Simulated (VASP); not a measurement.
SnPbO2:

```
CELL_PARAMETERS angstrom
3.85010 0.00000 0.00000
0.00000 3.85010 0.00000
0.00000 0.00000 4.93356
ATOMIC_POSITIONS crystal
Sn 0.00000 0.00000 0.23537
Pb 0.50000 0.50000 0.76463
O 0.50000 0.00000 0.00000
O 0.00000 0.50000 0.00000
```

* Program: VASP 6.6.1
* Task: relaxation of cell and atoms
* Functional: PBE
* Dispersion: D3(BJ)
* Potentials or basis: VASP PAW PBE potentials, release 64 (Sn_d, Pb_d, O)
* Cutoff: 600 eV
* k mesh: 6 × 6 × 6
* Occupations: fermi-dirac, width 0.02 eV
* Spin: no spin polarisation

At the start: pressure 5.5 GPa; volume 18.28 Å³/atom.

Question: Where does the relaxation end?

Answer: Over 17 steps the energy falls by 52.6 meV/atom and the volume is 18.64 Å³/atom (+2.0 %); space group P4mm (No. 99, to 0.1 Å) before and after.

Step by step:
| step | energy change (eV) | largest force (eV/Å) | pressure (GPa) | volume (Å³) |
| --- | --- | --- | --- | --- |
| 1 | 0.0000 | 2.0139 | 5.54 | 73.13 |
| 2 | -0.1096 | 1.1229 | -5.09 | 80.03 |
| 3 | -0.1653 | 0.8378 | -1.71 | 77.33 |
| 4 | -0.2059 | 0.1067 | -0.25 | 76.19 |
| 5 | -0.2064 | 0.1126 | -0.05 | 76.05 |
| 6 | -0.2073 | 0.0583 | -0.19 | 75.95 |
| 7 | -0.2079 | 0.0622 | -0.46 | 75.77 |
| 8 | -0.2083 | 0.0581 | -0.36 | 75.60 |
| 9 | -0.2091 | 0.0416 | -0.07 | 75.10 |
| 10 | -0.2087 | 0.0803 | 0.53 | 74.08 |
| 11 | -0.2093 | 0.0515 | 0.12 | 74.75 |
| 12 | -0.2097 | 0.0316 | 0.09 | 74.71 |
| 13 | -0.2101 | 0.0258 | -0.01 | 74.59 |
| 14 | -0.2102 | 0.0361 | -0.02 | 74.57 |
| 15 | -0.2102 | 0.0128 | 0.04 | 74.53 |
| 16 | -0.2102 | 0.0119 | 0.05 | 74.52 |
| 17 | -0.2102 | 0.0021 | -0.01 | 74.56 |

Final structure:
```cif
data_structure
_symmetry_space_group_name_H-M 'P 1'
_symmetry_Int_Tables_number 1
_cell_length_a 3.9183
_cell_length_b 3.9183
_cell_length_c 4.8563
_cell_angle_alpha 90.000
_cell_angle_beta 90.000
_cell_angle_gamma 90.000
_cell_volume 74.56
loop_
_atom_site_label
_atom_site_type_symbol
_atom_site_fract_x
_atom_site_fract_y
_atom_site_fract_z
_atom_site_occupancy
Sn1 Sn 0.00000 0.00000 0.22937 1
Pb1 Pb 0.50000 0.50000 0.74229 1
O1 O 0.50000 0.00000 0.01417 1
O2 O 0.00000 0.50000 0.01417 1
```
